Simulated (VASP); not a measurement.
# W in VASP: a series of runs

The runs below take W through single point, relaxation of the atoms, with PBE.

Everything below comes from runs of VASP 6.6.1. Logs are shortened: lines on timing, memory, paths and dates and some standing lists are left out, and cuts for length are marked.

## 1. The cell of the first run

Symmetry: P4_2/mmc, No. 131, tetragonal system. Conventional cell: a = 5.083 Å, b = 5.083 Å, c = 4.981 Å, α = 90.00°, β = 90.00°, γ = 90.00°. W (site symmetry mmm) has 12 W at 2.80 to 2.84 Å within 3.7 Å. Within 3.3 Å of W (site symmetry -4m2) lie 14 W at 2.49 to 3.10 Å. W (site symmetry m2m) has 14 W at 2.54 to 3.10 Å within 3.4 Å.

## 2. Single point, PBE (z stretched by -2 %, then relaxed in part)

Input file INCAR:

```
ALGO     = Normal         # electronic algorithm
EDIFF    = 1E-7           # SCF threshold, eV
ENCUT    = 520            # plane-wave cutoff, eV
GGA      = PE             # functional
ISIF     = 2              # what is computed and relaxed
ISMEAR   = -1             # smearing method
KPAR     = 4            
LASPH    = T              # aspherical terms in the spheres
LCHARG   = F              # write CHGCAR
LREAL    = F              # projectors in reciprocal space
LWAVE    = F              # write WAVECAR
NBANDS   = 66             # bands
NELM     = 60             # most SCF steps
PREC     = Accurate       # precision mode
SIGMA    = 0.05           # smearing width, eV
```

Input file KPOINTS:

```
k-points
0
Gamma
  9 9 9
```

Input file POSCAR:

```
W
1.0
    5.0830000000      0.0000000000      0.0000000000
    0.0000000000      5.0830000000      0.0000000000
    0.0000000000      0.0000000000      4.9813400000
W
8
Direct
    0.0000000000      0.0000000000      0.0000000000
    0.5000000000      0.5000000000      0.5000000000
    0.0000000000      0.5000000000      0.2500000000
    0.0000000000      0.5000000000      0.7500000000
    0.2501891669      0.0000000000      0.5000000000
    0.7498108331      0.0000000000      0.5000000000
    0.5000000000      0.7501891669      0.0000000000
    0.5000000000      0.2498108331      0.0000000000
```

Potentials or basis: VASP PAW PBE potentials, release 64 (W_sv).

Run with:

```bash
$ cat potpaw_PBE.64/W_sv/POTCAR > POTCAR
$ mpirun -np 4 vasp_std > vasp.out
```

OUTCAR:

```text
EDIFF = 1E-7
   ENCUT = 520
   GGA = PE
   ISIF = 2
   ISMEAR = -1
   LASPH = T
   LREAL = F
   NELM = 60
   PREC = Accurate

 ion  position               nearest neighbor table
   1  0.000  0.000  0.000-   5 2.80   6 2.80   5 2.80   6 2.80   3 2.83   4 2.83   3 2.83   4 2.83
                             7 2.84   8 2.84   7 2.84   8 2.84
   2  0.500  0.500  0.500-   7 2.80   8 2.80   7 2.80   8 2.80   3 2.83   4 2.83   3 2.83   4 2.83
                             5 2.84   6 2.84   5 2.84   6 2.84
   3  0.000  0.500  0.250-   4 2.49   4 2.49   1 2.83   2 2.83   1 2.83   2 2.83   8 3.10   5 3.10
                             6 3.10   5 3.10   6 3.10   7 3.10   7 3.10   8 3.10
   4  0.000  0.500  0.750-   3 2.49   3 2.49   1 2.83   2 2.83   1 2.83   2 2.83   8 3.10   5 3.10
                             6 3.10   5 3.10   6 3.10   7 3.10   7 3.10   8 3.10
   5  0.250  0.000  0.500-   6 2.54   6 2.54   1 2.80   1 2.80   2 2.84   2 2.84   7 3.07   8 3.07
                             8 3.07   7 3.07   3 3.10   3 3.10   4 3.10   4 3.10
   6  0.750  0.000  0.500-   5 2.54   5 2.54   1 2.80   1 2.80   2 2.84   2 2.84   7 3.07   7 3.07
                             8 3.07   8 3.07   4 3.10   3 3.10   3 3.10   4 3.10
   7  0.500  0.750  0.000-   8 2.54   8 2.54   2 2.80   2 2.80   1 2.84   1 2.84   5 3.07   6 3.07
                             5 3.07   6 3.07   3 3.10   4 3.10   3 3.10   4 3.10
   8  0.500  0.250  0.000-   7 2.54   7 2.54   2 2.80   2 2.80   1 2.84   1 2.84   6 3.07   5 3.07
                             6 3.07   5 3.07   4 3.10   3 3.10   3 3.10   4 3.10

  LATTYP: Found a simple tetragonal cell.
 ALAT       =     5.0830000000
 C/A-ratio  =     0.9800000000

  Lattice vectors:

 A1 = (   5.0830000000,   0.0000000000,   0.0000000000)
 A2 = (   0.0000000000,   5.0830000000,   0.0000000000)
 A3 = (   0.0000000000,   0.0000000000,   4.9813400000)

Analysis of symmetry for initial positions (statically):
=====================================================================
 Subroutine PRICEL returns:
 Original cell was already a primitive cell.

 Routine SETGRP: Setting up the symmetry group for a
 simple tetragonal supercell.

 Subroutine GETGRP returns: Found 16 space group operations
 (whereof  8 operations were pure point group operations)
 out of a pool of 16 trial point group operations.

The static configuration has the point symmetry D_2h.
 The point group associated with its full space group is D_4h.

Analysis of symmetry for dynamics (positions and initial velocities):
=====================================================================
 Subroutine PRICEL returns:
 Original cell was already a primitive cell.

 Routine SETGRP: Setting up the symmetry group for a
 simple tetragonal supercell.

 Subroutine GETGRP returns: Found 16 space group operations
 (whereof  8 operations were pure point group operations)
 out of a pool of 16 trial point group operations.

The dynamic configuration has the point symmetry D_2h.
 The point group associated with its full space group is D_4h.

 Subroutine INISYM returns: Found 16 space group operations
 (whereof  8 operations are pure point group operations),
 and found     1 'primitive' translations

----------------------------------------------------------------------------------------

                                     Primitive cell

  volume of cell :     128.7023

  direct lattice vectors                    reciprocal lattice vectors
     5.083000000  0.000000000  0.000000000     0.196734212  0.000000000  0.000000000
     0.000000000  5.083000000  0.000000000     0.000000000  0.196734212  0.000000000
     0.000000000  0.000000000  4.981340000     0.000000000  0.000000000  0.200749196

  length of vectors
     5.083000000  5.083000000  4.981340000     0.196734212  0.196734212  0.200749196

  position of ions in fractional coordinates (direct lattice)
     0.000000000  0.000000000  0.000000000
     0.500000000  0.500000000  0.500000000
     0.000000000  0.500000000  0.250000000
     0.000000000  0.500000000  0.750000000
     0.250189167  0.000000000  0.500000000
     0.749810833  0.000000000  0.500000000
     0.500000000  0.750189167  0.000000000
     0.500000000  0.249810833  0.000000000

  ion indices of the primitive-cell ions
   primitive index   ion index
                 1           1
                 2           2
                 3           3
                 4           4
                 5           5
                 6           6
                 7           7
                 8           8

----------------------------------------------------------------------------------------

 KPOINTS: k-points

Automatic generation of k-mesh.
 Grid dimensions read from file:
 generate k-points for:    9    9    9

 Generating k-lattice:

  Cartesian coordinates                     Fractional coordinates (reciprocal lattice)
     0.021859357  0.000000000  0.000000000     0.111111111  0.000000000  0.000000000
     0.000000000  0.021859357  0.000000000     0.000000000  0.111111111  0.000000000
     0.000000000  0.000000000  0.022305466     0.000000000  0.000000000  0.111111111

  Length of vectors
     0.021859357  0.021859357  0.022305466

  Shift w.r.t. Gamma in fractional coordinates (k-lattice)
     0.000000000  0.000000000  0.000000000

 Subroutine IBZKPT returns following result:
 ===========================================

 Found     75 irreducible k-points:

 Following reciprocal coordinates:
            Coordinates               Weight
  0.000000  0.000000  0.000000      1.000000
  0.111111  0.000000  0.000000      4.000000
  0.222222  0.000000  0.000000      4.000000
  0.333333  0.000000  0.000000      4.000000
  0.444444  0.000000  0.000000      4.000000
  0.111111  0.111111  0.000000      4.000000
[... 16 lines left out ...]
  0.333333  0.111111  0.111111     16.000000
  0.444444  0.111111  0.111111     16.000000
 [... further k-points ...]
   k-points           NKPTS =     75   k-points in BZ     NKDIM =     75   number of bands    NBANDS=     66
   number of dos      NEDOS =    301   number of ions     NIONS =      8
   total plane-waves  NPLWV =  64000
   dimension x,y,z NGX =    40 NGY =   40 NGZ =   40
   dimension x,y,z NGXF=    80 NGYF=   80 NGZF=   80
   ions per type =               8
   NGX,Y,Z   is equivalent  to a cutoff of  13.08, 13.08, 13.35 a.u.
   NGXF,Y,Z  is equivalent  to a cutoff of  26.17, 26.17, 26.70 a.u.
 SYSTEM =  unknown system
   PREC   = accura    normal or accurate (medium, high low for compatibility)
   ISTART =      0    job   : 0-new  1-cont  2-samecut
   ICHARG =      2    charge: 1-file 2-atom 10-const
   ISPIN  =      1    spin polarized calculation?
   LNONCOLLINEAR =      F non collinear calculations
   LSORBIT =      F    spin-orbit coupling
   LASPH  =      T    aspherical Exc in radial PAW
   ENCUT  =  520.0 eV  38.22 Ry    6.18 a.u.   9.45  9.45  9.26*2*pi/ulx,y,z
   NELM   =     60;   NELMIN=  2; NELMDL= -5     # of ELM steps
   EDIFF  = 0.1E-06   stopping-criterion for ELM
   LREAL  =      F    real-space projection
   EDIFFG = 0.1E-05   stopping-criterion for IOM
   NSW    =      0    number of steps for IOM
   IBRION =     -1    ionic relax: 0-MD 1-quasi-New 2-CG
   NFREE  =      0    steps in history (QN), initial steepest desc. (CG)
   ISIF   =      2    stress and relaxation
   ISYM   =      2    0-nonsym 1-usesym 2-fastsym
   POTIM  = 0.5000    time-step for ionic-motion
   TEBEG  =    0.0;   TEEND  =   0.0 temperature during run
   PSTRESS=    0.0 pullay stress
   NELECT =     112.0000    total number of electrons
   NUPDOWN=      -1.0000    fix difference up-down
   EMIN   =  10.00;   EMAX   =-10.00  energy-range for DOS
   EFERMI =   0.00;   METHOD = LEGACY
   ISMEAR =    -1;   SIGMA  =   0.05  broadening in eV -4-tet -1-fermi 0-gaus
   EFERMI_NEDOS =   21; number of points for ismear=-14 and -15
   IALGO  =     38    algorithm
   IMIX   =      4    mixing-type and parameters
     AMIX     =   0.40;   BMIX     =  1.00
     AMIX_MAG =   1.60;   BMIX_MAG =  1.00
  volume/ion in A,a.u.               =      16.09       108.57
  Fermi-wavevector in a.u.,A,eV,Ry     =   1.562975  2.953595 33.237549  2.442891
  Thomas-Fermi vector in A             =   2.665814
   LORBIT       =      0    0 simple, 1 ext, 2 COOP (PROOUT), +10 PAW based schemes
   GGA     = PE    functional components
   LHFCALC =     F    Hartree Fock is set to
   AEXX    =    0.0000 exact exchange contribution
   IVDW    =     0    specifies the selected vdW correction
   LEPSILON=     F    determine dielectric tensor
   LRPA    =     F    only Hartree local field effects (RPA)
 non-spin polarized calculation
  energy-cutoff  :      520.00
  volume of cell :      128.70
 maximum number of plane-waves:      3490
 NGX is ok and might be reduce to    40
   NGX = 19   NGY = 19   NGZ = 19

 number of electron     111.9999984 magnetization

 Free energy of the ion-electron system (eV)
  ---------------------------------------------------
  ext. energy  EPLUGINS =         0.00000000
  ---------------------------------------------------
  free energy    TOTEN  =      -102.80242734 eV

  energy without entropy =     -102.77521157  energy(sigma->0) =     -102.78881945

 E-fermi :  11.0157     XC(G=0): -13.5425

 val. band max:       11.0034512010   @ k =   0.3333   0.1111   0.0000
 cond. band min:      11.0197485796   @ k =   0.0000   0.0000   0.2222
 fundamental gap:      0.0162973786
 Fermi energy:        11.0156623116

 k-point     1 :       0.0000    0.0000    0.0000
  band No.  band energies     occupation
      1     -63.0313      2.00000
      2     -62.9869      2.00000
      3     -62.9690      2.00000
      4     -62.8376      2.00000
      5     -62.8376      2.00000
      6     -62.8289      2.00000
[... 58 lines left out ...]
     65      12.8901      0.00000
     66      13.9213      0.00000

 k-point     2 :       0.1111    0.0000    0.0000
  band No.  band energies     occupation
      1     -63.0294      2.00000
      2     -62.9863      2.00000
      3     -62.9669      2.00000
      4     -62.8422      2.00000
      5     -62.8376      2.00000
      6     -62.8289      2.00000
[... 58 lines left out ...]
     65      13.6380      0.00000
     66      13.9042      0.00000

 k-point     3 :       0.2222    0.0000    0.0000
  band No.  band energies     occupation
      1     -63.0246      2.00000
      2     -62.9857      2.00000
      3     -62.9589      2.00000
      4     -62.8552      2.00000
      5     -62.8376      2.00000
      6     -62.8289      2.00000
[... 1438 lines left out ...]
     65      13.7185      0.00000
     66      13.7731      0.00000

 k-point    24 :       0.4444    0.1111    0.1111
  band No.  band energies     occupation
      1     -63.0094      2.00000
      2     -62.9829      2.00000
      3     -62.9223      2.00000
      4     -62.8982      2.00000
      5     -62.8421      2.00000
      6     -62.8345      2.00000
[... 58 lines left out ...]
     65      13.6106      0.00000
     66      14.0053      0.00000

 [... further k-points ...]

------------------------ aborting loop because EDIFF is reached ----------------------------------------

  FORCE on cell =-STRESS in cart. coord.  units (eV):
  Direction    XX          YY          ZZ          XY          YZ          ZX
  --------------------------------------------------------------------------------------
  -------------------------------------------------------------------------------------
  Total        2.6226023      2.6226023     10.2563031      0.0000000      0.0000000      0.0000000
  in kB       32.6480022     32.6480022    127.6776924      0.0000000      0.0000000      0.0000000
  external PRESSURE =      64.3245656 kB  Pullay stress =       0.0000000 kB

 VOLUME and BASIS-vectors are now :
 -----------------------------------------------------------------------------
  energy-cutoff  :      520.00
  volume of cell :      128.70
      direct lattice vectors                 reciprocal lattice vectors
     5.083000000  0.000000000  0.000000000     0.196734212  0.000000000  0.000000000
     0.000000000  5.083000000  0.000000000     0.000000000  0.196734212  0.000000000
     0.000000000  0.000000000  4.981340000     0.000000000  0.000000000  0.200749196

 POSITION                                       TOTAL-FORCE (eV/Angst)
 -----------------------------------------------------------------------------------
      0.00000      0.00000      0.00000         0.000000      0.000000     -0.000000
      2.54150      2.54150      2.49067         0.000000      0.000000     -0.000000
      0.00000      2.54150      1.24534         0.000000      0.000000      0.000000
      0.00000      2.54150      3.73601         0.000000      0.000000     -0.000000
      1.27171      0.00000      2.49067        -0.019792      0.000000     -0.000000
      3.81129      0.00000      2.49067         0.019792     -0.000000      0.000000
      2.54150      3.81321      0.00000        -0.000000     -0.019792     -0.000000
      2.54150      1.26979      0.00000        -0.000000      0.019792      0.000000
 -----------------------------------------------------------------------------------
    total drift:                               -0.000000      0.000000     -0.000000

  FREE ENERGIE OF THE ION-ELECTRON SYSTEM (eV)
  ---------------------------------------------------
  free  energy   TOTEN  =      -102.8024273400 eV

  energy  without entropy=     -102.7752115673  energy(sigma->0) =     -102.78881945
```

It took 2.4 min on 4 MPI ranks of Intel Xeon Platinum 8488C (Sapphire Rapids), shared host; peak memory 0.52 GiB.

Results:

| Property | Result |
| --- | --- |
| Free energy | -102.8024 eV |
| Pressure | 6.4 GPa |
| Largest force | 0.020 eV/Å |
| Band gap on the k mesh | zero (bands 56 and 57 overlap by 0.79 eV) |

Forces on the atoms (eV/Å):
```
W    0.000  0.000  0.000
W    0.000  0.000  0.000
W    0.000  0.000  0.000
W    0.000  0.000  0.000
W   -0.020  0.000  0.000
W    0.020  0.000  0.000
W    0.000 -0.020  0.000
W    0.000  0.020  0.000
```

Caveat: the cell differs from its parent crystal (z stretched by -2 %, then relaxed in part); the stress differs along the axes, from 3 to 13 GPa; spin-orbit coupling is left out, which moves the levels of the heavy elements.

## 3. Relaxation of the atoms, PBE

This run uses another cell than the first one, of 16.42 Å³/atom.

Input file INCAR:

```
PREC = Accurate ; ENCUT = 520
EDIFF = 1E-6 ; ISMEAR = -1
SIGMA = 0.05 ; LREAL = F
LASPH = T ; NELM = 100
ALGO = Normal ; ISIF = 2
LWAVE = F ; LCHARG = F
GGA = PE ; IBRION = 2
NSW = 80 ; EDIFFG = -0.02
KPAR = 4
```

Input file KPOINTS:

```
regular mesh
0
Gamma
  9 9 9
```

Input file POSCAR:

```
W
1.0
    5.0830000000      0.0000000000      0.0000000000
    0.0000000000      5.0830000000      0.0000000000
    0.0000000000      0.0000000000      5.0830000000
W
8
Direct
    0.0000000000      0.0000000000      0.0000000000
    0.5000000000      0.5000000000      0.5000000000
    0.0000000000      0.5000000000      0.2500000000
    0.0000000000      0.5000000000      0.7500000000
    0.2500000000      0.0000000000      0.5000000000
    0.7500000000      0.0000000000      0.5000000000
    0.5000000000      0.7500000000      0.0000000000
    0.5000000000      0.2500000000      0.0000000000
```

Potentials or basis: VASP PAW PBE potentials, release 64 (W_sv).

Run with:

```bash
$ cat potpaw_PBE.64/W_sv/POTCAR > POTCAR
$ mpirun -np 4 vasp_std > vasp.out
```

It took 62 s on 4 MPI ranks of Intel Xeon Platinum 8488C (Sapphire Rapids), shared host; peak memory 0.36 GiB.

The run converged. Its results:

| Property | Result |
| --- | --- |
| Free energy | -102.9056 eV |
| Pressure after relaxing | 0.0 GPa |
| Band gap on the k mesh | zero (bands 56 and 57 overlap by 0.72 eV) |

Final structure:
```
CELL_PARAMETERS angstrom
5.08300 0.00000 0.00000
0.00000 5.08300 0.00000
0.00000 0.00000 5.08300
ATOMIC_POSITIONS crystal
W 0.00000 0.00000 0.00000
W 0.50000 0.50000 0.50000
W 0.00000 0.50000 0.25000
W 0.00000 0.50000 0.75000
W 0.25000 0.00000 0.50000
W 0.75000 0.00000 0.50000
W 0.50000 0.75000 0.00000
W 0.50000 0.25000 0.00000
```

Levels at points of the mesh, in eV from the Fermi level:
```
           k point  band 53  band 54  band 55  band 56  band 57  band 58  band 59  band 60
(0.00, 0.00, 0.00)    -1.45    -1.45    -0.46    -0.46    -0.46     1.60     1.60     1.60
```

Caveat: the relaxation stopped at its first step, so nothing moved; spin-orbit coupling is left out, which moves the levels of the heavy elements.

The gap in the log of VASP goes by the Fermi energy; the results here count the filled bands.